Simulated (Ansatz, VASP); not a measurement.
# Sb: VASP beside Ansatz

Contents of POSCAR:

```
Sb
1.0
    3.0828068652      0.0000000000      0.0000000000
    0.0000000000      3.0828068652      0.0000000000
    0.0000000000      0.0000000000      3.0828068652
Sb
1
Direct
    0.0000000000      0.0000000000      0.0000000000
```

Contents of INCAR.step1:

```
SYSTEM = Sb
PREC     = Accurate       ! precision mode
ENCUT    = 520            ! plane-wave cutoff, eV
ISMEAR   = -1             ! smearing method
SIGMA    = 0.1            ! smearing width, eV
LREAL    = .False.        ! projectors in reciprocal space
LASPH    = .True.         ! aspherical terms in the spheres
NELM     = 150            ! most SCF steps
LNONCOLLINEAR= .True.         ! non-collinear magnetism
MAGMOM   = 0 0 0          ! initial moments
LSORBIT  = .True.         ! spin-orbit coupling
GGA_COMPAT= .False.      
NBANDS   = 16             ! bands
GGA      = PE             ! functional
ALGO     = Normal         ! electronic algorithm
EDIFF    = 1E-4           ! SCF threshold, eV
LWAVE    = .True.         ! write WAVECAR
LCHARG   = .False.        ! write CHGCAR
```

Contents of INCAR.step2:

```
SYSTEM = Sb
PREC     = Accurate       ! precision mode
ENCUT    = 520            ! plane-wave cutoff, eV
EDIFF    = 1E-7           ! SCF threshold, eV
ISMEAR   = -1             ! smearing method
SIGMA    = 0.1            ! smearing width, eV
LREAL    = .False.        ! projectors in reciprocal space
LASPH    = .True.         ! aspherical terms in the spheres
NELM     = 150            ! most SCF steps
ALGO     = Normal         ! electronic algorithm
ISIF     = 2              ! what is computed and relaxed
LWAVE    = .False.        ! write WAVECAR
LCHARG   = .False.        ! write CHGCAR
LNONCOLLINEAR= .True.         ! non-collinear magnetism
MAGMOM   = 0 0 0          ! initial moments
LORBIT   = 11             ! projections on sites
LSORBIT  = .True.         ! spin-orbit coupling
GGA_COMPAT= .False.      
LORBMOM  = .True.       
METAGGA  = R2SCAN         ! meta-GGA
LMIXTAU  = .True.       
NBANDS   = 16             ! bands
ISTART   = 1
```

KPOINTS

```
Automatic mesh
0
Gamma
  10 10 10
  0 0 0
```

Input for Ansatz:

```yaml
crystal:
  lattice:
    - [3.0828068652, 0.0, 0.0]
    - [0.0, 3.0828068652, 0.0]
    - [0.0, 0.0, 3.0828068652]
  atoms:
    - { symbol: Sb, position: [0.0, 0.0, 0.0] }
hamiltonian:
  xc: r2scan
  pseudopotentials:
    kind: paw_fr
    azcp:
      Sb: "pseudopotentials/Sb.paw.azcp"
basis:
  ecutwfc: 500
  fft_grid_basis: typed
kpoints:
  mp_grid: { grid: [10, 10, 10], shift: [0, 0, 0] }
magnetization:
  noncollinear: true
  spin_orbit: true
scf:
  occupations: { method: fermi_dirac, width: 0.1 }
```

Alike in both runs: task single point; functional r2SCAN; k mesh 10 × 10 × 10; occupations fermi-dirac, width 0.1 eV; non-collinear spin, spin-orbit coupling.

|  | VASP | Ansatz |
| --- | --- | --- |
| version | VASP 6.6.1 | Ansatz 0.2.0 |
| potentials or method | VASP PAW PBE potentials, release 64 (Sb), cutoff 520 eV | plane waves (500 eV) with PAW, fully relativistic with spin-orbit coupling |
| valence electrons in the cell | 5 | 15 |

|  | VASP | Ansatz | Ansatz less VASP |
| --- | --- | --- | --- |
| net moment per atom (μB) | 0.00 | 0.00 | 0.000 |

VASP's potentials were made for PBE, not for r2SCAN. With one functional, cell and mesh, what is left measures potentials, basis and numerics. VASP's potentials hold 5 valence electrons a cell and Ansatz's 15, so a difference there can come from the potentials and not from the codes.
